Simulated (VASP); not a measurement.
Here is a VASP 6.6.1 calculation.

File INCAR:

```
SYSTEM = AgPt3
PREC = Accurate ; ENCUT = 520
EDIFF = 1E-6 ; ISMEAR = -1
SIGMA = 0.08 ; LREAL = .FALSE.
LASPH = .TRUE. ; NELM = 100
ALGO = Normal ; ISIF = 2
LWAVE = .FALSE. ; LCHARG = .FALSE.
NBANDS = 28
```

File KPOINTS:

```
Automatic mesh
0
G
  9 9 9
  0 0 0
```

POSCAR

```
AgPt3
1.0
    3.8203858240      0.0000000000      0.0000000000
    0.0000000000      3.8203858240      0.0000000000
    0.0000000000      0.0000000000      3.8203858240
Ag Pt
1 3
Direct
    0.0000000000      0.0000000000      0.0000000000
    0.0000000000      0.5000000000      0.5000000000
    0.5000000000      0.0000000000      0.5000000000
    0.5000000000      0.5000000000      0.0000000000
```

Potentials or basis: VASP PAW LDA potentials, release 64 (Ag, Pt).

Run with:

```sh
$ cat potpaw_LDA.64/Ag/POTCAR potpaw_LDA.64/Pt/POTCAR > POTCAR
$ mpirun -np 1 vasp_std > vasp.out
```

(1) Predict the pressure.

## Answers

(1) 23.0 GPa.
